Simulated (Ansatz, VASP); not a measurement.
This is a calculation of BP for VASP 6.6.1.

POSCAR

```
BP
1.0
    0.0000000000      2.2988586873      2.2988586873
    2.2988586873      0.0000000000      2.2988586873
    2.2988586873      2.2988586873      0.0000000000
P B
1 1
Direct
    0.7500000000      0.7500000000      0.7500000000
    0.0000000000      0.0000000000      0.0000000000
```

The input INCAR.step1:

```
  PREC = Accurate
  ENCUT = 520
  EDIFF = 1E-5
  ISMEAR = -1
  SIGMA = 0.05
  LREAL = F
  LASPH = T
  NELM = 100
  ALGO = Normal
  ISIF = 2
  LWAVE = T
  LCHARG = F
  NBANDS = 11
  GGA = PE
```

File INCAR.step2:

```
  PREC = Accurate
  ENCUT = 520
  EDIFF = 1E-7
  ISMEAR = -1
  SIGMA = 0.05
  LREAL = F
  LASPH = T
  NELM = 100
  ALGO = Normal
  ISIF = 2
  LWAVE = F
  LCHARG = F
  GGA = PE
  LHFCALC = T
  AEXX = 0.25
  HFSCREEN = 0.3
  PRECFOCK = Normal
  NBANDS = 11
  ISTART = 1
```

Contents of KPOINTS:

```
Automatic mesh
0
Gamma
  5 5 5
```

Potentials or basis: VASP PAW PBE potentials, release 64 (P, B).

Run with:

```bash
$ cat potpaw_PBE.64/P/POTCAR potpaw_PBE.64/B/POTCAR > POTCAR
$ cp INCAR.step1 INCAR
$ mpirun -np 1 vasp_std > vasp.out
$ cp INCAR.step2 INCAR
$ mpirun -np 1 vasp_std > vasp.out
```

**Question.** Set up the same calculation for Ansatz 0.2.0. Potentials there: Ansatz PAW.

**Answer.** As run (the cutoff follows the program's own potentials):

input.yaml

```yaml
crystal:
  lattice:
    - [0.0, 2.2988586873, 2.2988586873]
    - [2.2988586873, 0.0, 2.2988586873]
    - [2.2988586873, 2.2988586873, 0.0]
  atoms:
    - { symbol: P, position: [0.75, 0.75, 0.75] }
    - { symbol: B, position: [0.0, 0.0, 0.0] }
hamiltonian:
  xc: { exchange: pbe, correlation: pbe, exx: { coeff: 0.25, omega: 0.3 } }
  pseudopotentials: { kind: paw }
kpoints:
  mp_grid: { grid: [5, 5, 5] }
scf:
  occupations: { method: fermi_dirac, width: 0.05 }
output:
  forces: true
  stress: true
  eigenvalues: true
```

Potentials or basis: Ansatz PAW.

Command:

```sh
$ ansatz run input.yaml --threads 2 --pin off --max-ram 5632MiB --backend cpu --events-out ev --progress --plain --runs-dir out
```

Both were run:

|  | VASP | Ansatz | Ansatz less VASP |
| --- | --- | --- | --- |
| gap on the k mesh at the Fermi level (eV) | 1.84 | 1.85 | +0.004 |
| least direct gap on the mesh (eV) | 4.09 | 4.10 | +0.005 |
| pressure (GPa) | -7.6 | -7.2 | +0.48 |

VASP's potentials were made for PBE, not for PBE-based screened hybrid.

The k mesh is coarse, so the values compare programs but aren't converged. Noted on Ansatz's run: odd divisions of the mesh miss points on the zone boundary, where band edges often lie, so the gap on the mesh can be too wide.
